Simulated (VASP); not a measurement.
Input of a VASP 6.6.1 run:

The input INCAR:

```
PREC = Accurate ; ENCUT = 520
EDIFF = 1E-6 ; ISMEAR = 0
SIGMA = 0.1 ; LREAL = False
LASPH = True ; NELM = 60
ALGO = Normal ; ISIF = 2
LWAVE = False ; LCHARG = True
GGA = PE ; LELF = True
LVHAR = True ; NBANDS = 28
```

File KPOINTS:

```
regular mesh
0
Gamma
  8 8 12
```

The input POSCAR:

```
Ta2AlC2N
1.0
    3.0831967025     -3.5529602054      0.0000000000
    3.0831967025      3.5529602054      0.0000000000
    0.0000000000      0.0000000000      3.2018740530
Ta Al C N
2 1 2 1
Direct
    0.0000000000      0.5000000000      0.5000000000
    0.5000000000      0.0000000000      0.5000000000
    0.5000000000      0.5000000000      0.0000000000
    0.2258681189      0.7741318811      0.0000000000
    0.7741318811      0.2258681189      0.0000000000
    0.0000000000      0.0000000000      0.5000000000
```

Potentials or basis: VASP PAW PBE potentials, release 64 (Ta_pv, Al, C, N).

Launch:

```console
$ cat potpaw_PBE.64/Ta_pv/POTCAR potpaw_PBE.64/Al/POTCAR potpaw_PBE.64/C/POTCAR potpaw_PBE.64/N/POTCAR > POTCAR
$ mpirun -np 1 vasp_std > vasp.out
```

**Question.** Predict the pressure.

**Answer.** 0.4 GPa.

**Question.** Predict the band gap on the k mesh.

**Answer.** Zero (bands 19 and 20 overlap by 1.15 eV).

**Question.** Predict the largest force.

**Answer.** 0.010 eV/Å.

Forces on the atoms (eV/Å):
```
Ta   0.000  0.000  0.000
Ta   0.000  0.000  0.000
Al   0.000  0.000  0.000
C    0.000  0.010  0.000
C    0.000 -0.010  0.000
N    0.000  0.000  0.000
```

Caveat: spin-orbit coupling is left out, which moves the levels of the heavy elements.
